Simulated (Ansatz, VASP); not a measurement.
**Two plane-wave programs on TePb**

POSCAR

```
TePb
1.0
    0.0000000000      3.0656500000      3.3883500000
    3.0656500000      0.0000000000      3.3883500000
    3.0656500000      3.0656500000      0.0000000000
Te Pb
1 1
Direct
    0.5000000000      0.5000000000      0.5000000000
    0.0000000000      0.0000000000      0.0000000000
```

INCAR.step1

```
SYSTEM = TePb
  ALGO = Normal
  EDIFF = 1E-4
  ENCUT = 520
  GGA = PE
  ISMEAR = 0
  LASPH = .TRUE.
  LCHARG = .FALSE.
  LREAL = .FALSE.
  LWAVE = .TRUE.
  NBANDS = 17
  NELM = 80
  PREC = Accurate
  SIGMA = 0.05
```

File INCAR.step2:

```
SYSTEM = TePb
  ALGO = Normal
  EDIFF = 1E-6
  ENCUT = 520
  ISIF = 2
  ISMEAR = 0
  ISTART = 1
  LASPH = .TRUE.
  LCHARG = .FALSE.
  LMIXTAU = .TRUE.
  LREAL = .FALSE.
  LWAVE = .FALSE.
  METAGGA = R2SCAN
  NBANDS = 17
  NELM = 80
  PREC = Accurate
  SIGMA = 0.05
```

KPOINTS

```
k-points
0
G
  8 8 8
  0 0 0
```

Input for Ansatz:

```yaml
crystal:
  lattice:
    - [0.0, 3.06565, 3.38835]
    - [3.06565, 0.0, 3.38835]
    - [3.06565, 3.06565, 0.0]
  atoms:
    - { symbol: Te, position: [0.5, 0.5, 0.5] }
    - { symbol: Pb, position: [0.0, 0.0, 0.0] }
basis:
  ecutwfc: 500
kpoints:
  mp_grid: { grid: [8, 8, 8] }
hamiltonian:
  xc: r2scan
scf:
  occupations: { method: gaussian, width: 0.05 }
output:
  forces: true
  stress: true
  eigenvalues: true
  write_density: true
  write_potential: true
  elf: true
  volumetric_format: npy
```

Change from the starting cell: strain -0.050 along x and y, +0.050 along z, atoms carried along.

Alike in both runs: task single point; functional r2SCAN; k mesh 8 × 8 × 8; occupations gaussian, width 0.05 eV; no spin polarisation.

|  | VASP | Ansatz |
| --- | --- | --- |
| version | VASP 6.6.1 | Ansatz 0.2.0 |
| potentials or method | VASP PAW PBE potentials, release 64 (Te, Pb_d), cutoff 520 eV | scalar-relativistic, plane waves, PAW |
| valence electrons in the cell | 20 | 30 |

|  | VASP | Ansatz | Ansatz less VASP |
| --- | --- | --- | --- |
| gap on the k mesh at the Fermi level (eV) | 0.33 | 0.32 | -0.001 |
| least direct gap on the mesh (eV) | 0.33 | 0.32 | -0.001 |
| pressure (GPa) | 6.3 | 6.3 | -0.01 |
| traceless stress, the component that is largest in VASP (GPa) | -9.08 | -9.06 | +0.024 |

VASP's potentials were made for PBE, not for r2SCAN. With one functional, cell and mesh, what is left measures potentials, basis and numerics. VASP's potentials hold 20 valence electrons a cell and Ansatz's 30, so a difference there can come from the potentials and not from the codes.

Neither program's run includes spin-orbit coupling.
